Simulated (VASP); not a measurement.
Set up this calculation in VASP 6.6.1, as the native input.

- Task: single point
- Functional: r2SCAN
- Potentials or basis: VASP PAW PBE potentials, release 64 (Ti_sv, O)
- Cutoff: 520 eV
- k mesh: 5 × 5 × 7
- Occupations: methfessel-paxton, width 0.0143 eV
- Spin: collinear spin
- Starting moments: [1.0, 1.0, 0.0, 0.0, 0.0, 0.0] μB
- Hubbard terms: Ti d U = 3.02 eV
- Dipole correction: no
- Further INCAR settings: ALGO = Normal; EDIFF = 1e-06; NBANDS = 37

TiO2:

```
CELL_PARAMETERS angstrom
-1.92344 1.86514 4.78725
1.88494 -1.96296 4.81083
1.91574 1.95527 -4.82613
ATOMIC_POSITIONS crystal
Ti 0.99952 0.99231 0.99074
Ti 0.75202 0.24536 0.49420
O 0.17848 0.17488 0.00011
O 0.92631 0.42831 0.49932
O 0.57209 0.07162 0.50038
O 0.82757 0.82342 0.00593
```

These files were run (other wordings do the same):

POSCAR

```
TiO2
1.0
   -1.9234353300      1.8651439900      4.7872520900
    1.8849389600     -1.9629613800      4.8108307900
    1.9157426700      1.9552687200     -4.8261321900
Ti O
2 4
Direct
    0.9995215400      0.9923120600      0.9907430400
    0.7520232300      0.2453624500      0.4941971800
    0.1784834700      0.1748785200      0.0001128900
    0.9263119500      0.4283146000      0.4993159700
    0.5720861400      0.0716240600      0.5003765900
    0.8275688100      0.8234250000      0.0059291400
```

INCAR.step1

```
PREC = Accurate
ENCUT = 520
ISMEAR = 1
SIGMA = 0.0143
LREAL = F
LASPH = T
NELM = 150
ISPIN = 2
MAGMOM = 1 1 0 0 0 0
LMAXMIX = 4
LDAU = T
LDAUTYPE = 2
LDAUL = 2 -1
LDAUU = 3.02 0
LDAUJ = 0 0
NBANDS = 37
GGA = PE
ALGO = Normal
EDIFF = 1E-4
LWAVE = T
LCHARG = F
```

INCAR.step2

```
PREC = Accurate
ENCUT = 520
EDIFF = 1E-6
ISMEAR = 1
SIGMA = 0.0143
LREAL = F
LASPH = T
NELM = 150
ALGO = Normal
ISIF = 2
LWAVE = F
LCHARG = F
ISPIN = 2
MAGMOM = 1 1 0 0 0 0
LORBIT = 11
LMAXMIX = 4
LDAU = T
LDAUTYPE = 2
LDAUL = 2 -1
LDAUU = 3.02 0
LDAUJ = 0 0
LDAUPRINT = 1
METAGGA = R2SCAN
LMIXTAU = T
NBANDS = 37
ISTART = 1
```

KPOINTS

```
Automatic mesh
0
Gamma
  5 5 7
```

Potentials or basis: VASP PAW PBE potentials, release 64 (Ti_sv, O).

Run with:

```bash
$ cat potpaw_PBE.64/Ti_sv/POTCAR potpaw_PBE.64/O/POTCAR > POTCAR
$ cp INCAR.step1 INCAR
$ mpirun -np 1 vasp_std > vasp.out
$ cp INCAR.step2 INCAR
$ mpirun -np 1 vasp_std > vasp.out
```

It gave:

The pressure is 42.6 GPa, the largest force is 10.287 eV/Å and the band gap on the k mesh is 2.79 eV (least direct gap 2.92 eV). The net moment is 0.00 μB per cell and the valence electrons inside the program's atomic spheres are Ti 10.46, 10.43; O 5.20, 5.21, 5.19 (each value once).

Caveat: the cell stands under pressure; the PAW data sets were made with another functional, which shifts forces and pressure a little; an odd mesh through Γ misses points on the zone boundary, where band edges can lie.

Run time: 82 min on 1 thread of Oxide Virtual Turin-like Processor (shared host), peak memory 0.52 GiB.
